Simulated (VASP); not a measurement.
Runs of VASP 6.6.1 on AlC3. The structure is that of space group Pm-3m (No. 221), or close to it. The cells are those of the table. 

```tsv
task	cell	cutoff (eV)	gap on the mesh (eV)	pressure (GPa)
single point	a = 3.217 Å, 4 atoms	520	none	0.0
single point	a = 3.162 Å, 4 atoms	520	none	10.0
single point	a = 3.116 Å, 4 atoms	520	none	20.0
single point	a = 3.188 Å, 4 atoms	520	none	(a)
relaxation of cell and atoms	relaxed to 20 GPa from a = 3.210 Å, 4 atoms	600	none	20.0
```

Alike in all rows: level PBE; potentials or basis VASP PAW PBE potentials, release 64 (Al, C); no spin polarisation; k mesh 6 × 6 × 6; smearing fermi-dirac 0.05 eV.

**Question.** Fill in the values left out.

**Answer.** (a) 5.0.

Caveats: the cell is relaxed towards a set pressure, so the enthalpy falls and the energy may rise (some runs).

A gap of «none» marks levels without a gap at the run's occupations.
